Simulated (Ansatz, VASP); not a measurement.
One calculation of TlCo, two programs

POSCAR

```
TlCo
1.0
    3.7870420000      0.0000000000      0.0000000000
    1.8935210000     -5.2114220000      0.0000000000
    0.0000000000      0.0000000000     -4.3192080000
Co Tl
2 2
Direct
    0.0724000000      0.8552000000      0.2500000000
    0.9276000000      0.1448000000      0.7500000000
    0.3617800000      0.2764400000      0.2500000000
    0.6382200000      0.7235600000      0.7500000000
```

INCAR.step1

```
PREC = Accurate ; ENCUT = 520
ISMEAR = 1 ; SIGMA = 0.0412
LREAL = False ; LASPH = True
NELM = 100 ; NBANDS = 30
GGA = PE ; ALGO = Normal
EDIFF = 1E-4 ; LWAVE = True
LCHARG = False
```

INCAR.step2

```
PREC = Accurate ; ENCUT = 520
EDIFF = 1E-6 ; ISMEAR = 1
SIGMA = 0.0412 ; LREAL = False
LASPH = True ; NELM = 100
ALGO = Normal ; ISIF = 2
LWAVE = False ; LCHARG = False
METAGGA = R2SCAN ; LMIXTAU = True
NBANDS = 30 ; ISTART = 1
```

KPOINTS

```
regular mesh
0
Gamma
  7 7 6
```

Input for Ansatz:

```yaml
crystal:
  lattice:
    - [3.787042, 0.0, 0.0]
    - [1.893521, -5.211422, 0.0]
    - [0.0, 0.0, -4.319208]
  atoms:
    - { symbol: Co, position: [0.0724, 0.8552, 0.25] }
    - { symbol: Co, position: [0.9276, 0.1448, 0.75] }
    - { symbol: Tl, position: [0.36178, 0.27644, 0.25] }
    - { symbol: Tl, position: [0.63822, 0.72356, 0.75] }
  symmetry: { tolerance: 0.0003 }
kpoints:
  mp_grid: { grid: [7, 7, 6], shift: [0, 0, 0] }
  band_path:
    path:
      - [0.0, 0.0, 0.0]
      - [0.0, -0.5, 0.0]
      - [0.43399182, -0.28300409, 0.0]
      - [0.56600818, 0.28300409, 0.0]
      - [0.0, 0.0, 0.0]
      - [0.0, 0.0, -0.5]
      - [0.56600818, 0.28300409, -0.5]
      - [0.43399182, -0.28300409, -0.5]
      - [0.0, -0.5, -0.5]
      - [0.0, -0.5, 0.0]
      - [0.0, 0.0, 0.0]
    npoints: 6
magnetization:
  spin_polarized: false
scf:
  occupations: { method: methfessel_paxton, width: 0.0412 }
  lower_state_search: "off"
  max_iter: 200
hamiltonian:
  pseudopotentials: { kind: paw }
  xc: r2scan
basis:
  ecutwfc: 500
  fft_grid_basis: typed
output:
  forces: true
  stress: true
  eigenvalues: true
  bader: true
  populations: true
  elf: true
  write_potential: true
  volumetric_format: npy
  dos:
    e_range: [-12, 8]
    de: 0.05
    projected: { site_lists: { Co: [Co], Tl: [Tl] } }
checkpoint:
  read: saved_state
```

Alike in both runs: task single point; functional r2SCAN; k mesh 7 × 7 × 6; occupations methfessel-paxton of order 1, width 0.0412 eV; no spin polarisation.

|  | VASP | Ansatz |
| --- | --- | --- |
| version | VASP 6.6.1 | Ansatz 0.2.0 |
| potentials or method | VASP PAW PBE potentials, release 64 (Co, Tl_d), cutoff 520 eV | PAW plane waves |
| valence electrons in the cell | 44 | 60 |

```csv
,VASP,Ansatz,Ansatz less VASP
pressure (GPa),-13.8,-14.0,-0.13
"traceless stress, the component that is largest in VASP (GPa)",3.50,3.58,+0.076
rms of the force components (eV/Å),0.301,0.311,+0.0106
```

VASP's potentials were made for PBE, not for r2SCAN. Atom by atom the forces differ by 0.011 eV/Å (rms over components). With one functional, cell and mesh, what is left measures potentials, basis and numerics. VASP's potentials hold 44 valence electrons a cell and Ansatz's 60, so a difference there can come from the potentials and not from the codes.

Spin-orbit coupling is off throughout.
